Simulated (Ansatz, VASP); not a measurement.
## Si2W in VASP and in Ansatz

```
W Si
1.0
    -1.62805    1.62805    3.96647
     1.62805   -1.62805    3.96647
     1.62805    1.62805   -3.96647
W Si
1 2
Direct
  0.00000 0.00000 0.00000
  0.66530 0.66530 0.00000
  0.33470 0.33470 0.00000
```

Alike in both runs: task single point; functional PBE; k mesh 12 × 12 × 12; occupations fermi-dirac, width 0.05 eV; no spin polarisation.

```csv
,VASP,Ansatz
version,VASP 6.6.1,Ansatz 0.2.0
potentials or method,"VASP PAW PBE potentials, release 64 (W_sv, Si)",Ansatz PAW soft_1
plane-wave cutoff (eV),520,420
valence electrons in the cell,22,22
```

```tsv
	VASP	Ansatz	Ansatz less VASP
gap on the k mesh at the Fermi level (eV)	none	none	-
pressure (GPa)	-5.1	-5.1	-0.03
traceless stress, the component that is largest in VASP (GPa)	-0.38	-0.33	+0.045
rms of the force components (eV/Å)	0.012	0.013	+0.0007
```

Atom by atom the forces differ by 0.001 eV/Å (rms over components). A gap of «none» marks a metal or a gap that the smearing closes.

Neither program's run includes spin-orbit coupling.
